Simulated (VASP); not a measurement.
**LiBr: single point with LDA**

The system is LiBr.

```xyz
2
Lattice="0.0000 2.7227 2.7227 2.7227 0.0000 2.7227 2.7227 2.7227 0.0000" Properties=species:S:1:pos:R:3 pbc="T T T"
Li    0.0000    0.0000    0.0000
Br    2.7227    2.7227    2.7227
```

| Property | Result |
| --- | --- |
| Program | VASP 6.6.1 |
| Task | single point |
| Functional | LDA |
| Potentials or basis | VASP PAW LDA potentials, release 64 (Li_sv, Br) |
| Cutoff | 750 eV |
| k mesh | 2 × 2 × 2, shifted |
| Occupations | gaussian, width 0.1 eV |
| Spin | no spin polarisation |
| Dipole correction | no |
| Further INCAR settings | ALGO = Normal; EDIFF = 1e-06; NBANDS = 12; ISYM = 0 |

* Pressure: -3.6 GPa
* Band gap on the k mesh: 6.77 eV, direct

Levels at points of the mesh, in eV from the valence-band top:
| k point | band 1 | band 2 | band 3 | band 4 | band 5 | band 6 | band 7 | band 8 | band 9 | band 10 |
| --- | --- | --- | --- | --- | --- | --- | --- | --- | --- | --- |
| (-0.22, -0.06, 0.13) | -43.03 | -13.12 | -1.68 | -0.70 | 0.00 | 6.77 | 8.66 | 8.93 | 9.82 | 11.64 |

Wall time 2.9 min on 1 thread of Intel Xeon 8259CL (shared host), peak memory 0.29 GiB.

Caveat: the k points lie up to 1.00 Å⁻¹ apart. A k mesh can miss the band edges.
